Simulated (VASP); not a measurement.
A run of VASP 6.6.1:

The input INCAR:

```
SYSTEM = Sr2O
PREC = Accurate ; ENCUT = 520
EDIFF = 1E-6 ; ISMEAR = 0
SIGMA = 0.1 ; LREAL = .FALSE.
LASPH = .TRUE. ; NELM = 80
ALGO = Normal ; ISIF = 2
LWAVE = .FALSE. ; LCHARG = .FALSE.
LDIPOL = .TRUE. ; IDIPOL = 3
DIPOL = 0.5 0.5 0.300 ; GGA = PE
NBANDS = 20
```

File KPOINTS:

```
Automatic mesh
0
G
  6 6 1
  0 0 0
```

File POSCAR:

```
Sr2O
1.0
    3.7963954397     -0.0000000028      0.0000000000
   -1.8981977174      3.2877748950      0.0000000000
    0.0000000000      0.0000000000     30.0011476000
Sr O
2 1
Direct
    0.3333333333      0.6666666667      0.2502294876
    0.6666666667      0.3333333333      0.3497475612
    0.0000000000      0.0000000000      0.2999885244
```

Potentials or basis: VASP PAW PBE potentials, release 64 (Sr_sv, O).

Command:

```sh
$ cat potpaw_PBE.64/Sr_sv/POTCAR potpaw_PBE.64/O/POTCAR > POTCAR
$ mpirun -np 1 vasp_std > vasp.out
```

Hardware: 1 thread of Intel(R) Xeon(R) 6975P-C (Granite Rapids), on a shared host.

Question: How long does it take, and how much memory?

Answer: It took 66 s on 1 thread of Intel(R) Xeon(R) 6975P-C (Granite Rapids), with other jobs on the host, peak memory 0.42 GiB. Counts: scf iterations 23, k points 7.
